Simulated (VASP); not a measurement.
Input of a VASP 6.6.1 run:

Contents of INCAR:

```
ALGO = Normal
EDIFF = 1E-6
ENCUT = 520
GGA = PE
ISIF = 2
ISMEAR = -1
LASPH = T
LCHARG = F
LREAL = Auto
LWAVE = F
NBANDS = 88
NELM = 100
PREC = Accurate
SIGMA = 0.1
```

The input KPOINTS:

```
k-points
0
Gamma
  2 2 1
```

POSCAR

```
W8C8N
1.0
    5.7965400000      0.0000000000      0.0000000000
   -2.8982700000      5.0199510000      0.0000000000
    0.0000000000      0.0000000000     15.2497250000
W C N
8 8 1
Direct
    0.0000000000      0.0000000000      0.0655749530
   -0.0127671568     -0.0078686027      0.2484241519
    0.0000084783      0.5000048805      0.0655749530
   -0.0088884430      0.4918374701      0.2467913356
    0.5000051755      0.0000000000      0.0655749530
    0.4910510588     -0.0121116720      0.2482602145
    0.4999964022      0.5000048805      0.0655749530
    0.5002700646      0.4846461649      0.2614211076
    0.3384770869      0.1613362362      0.1580618667
    0.3045152055      0.1040049993      0.3367208261
    0.3343373869      0.6564605909      0.1477534841
    0.3064327170      0.6831142376      0.3411995954
    0.8296860180      0.1670335029      0.1459895178
    0.8216038463      0.1658781132      0.3172975250
    0.8294815501      0.6581936756      0.1518388037
    0.8816249133      0.6820186093      0.3368913210
    0.1676704971      0.8201474477      0.3699542123
```

Potentials or basis: VASP PAW PBE potentials, release 64 (W_sv, C, N).

Launch:

```sh
$ cat potpaw_PBE.64/W_sv/POTCAR potpaw_PBE.64/C/POTCAR potpaw_PBE.64/N/POTCAR > POTCAR
$ mpirun -np 1 vasp_std > vasp.out
```

Question: Estimate the largest force.

Answer: 1.544 eV/Å.

Question: What does it give for the band gap on the k mesh?

Answer: Zero (an odd number of electrons rules out a gap without spin polarisation).

Forces in eV/Å, atoms in the order of the input:
```
W    0.492 -0.232 -0.400
W    0.378  0.583 -0.613
W   -0.069  0.342 -1.491
W    1.491 -0.092 -0.224
W   -0.672 -0.370 -0.981
W    1.147 -0.155 -0.839
W    0.383 -0.704  0.387
W   -1.212  0.644 -0.053
C   -0.876  0.744 -1.032
C   -0.794 -0.247  0.577
C   -0.072  0.152  1.450
C   -0.193 -0.414 -0.395
C    0.198 -0.317  1.030
C    0.688 -0.519  1.245
C   -0.627  0.159  0.318
C   -0.052  0.510  0.587
N   -0.210 -0.082  0.434
```

Caveat: the k points lie up to 0.63 Å⁻¹ apart, too coarse for converged energies and pressures of a metal; there is no dipole correction, which matters where the two faces differ; spin-orbit coupling is left out, which moves the levels of the heavy elements; an odd number of electrons without spin polarisation forces a metal; a magnetic or distorted state may lie lower.
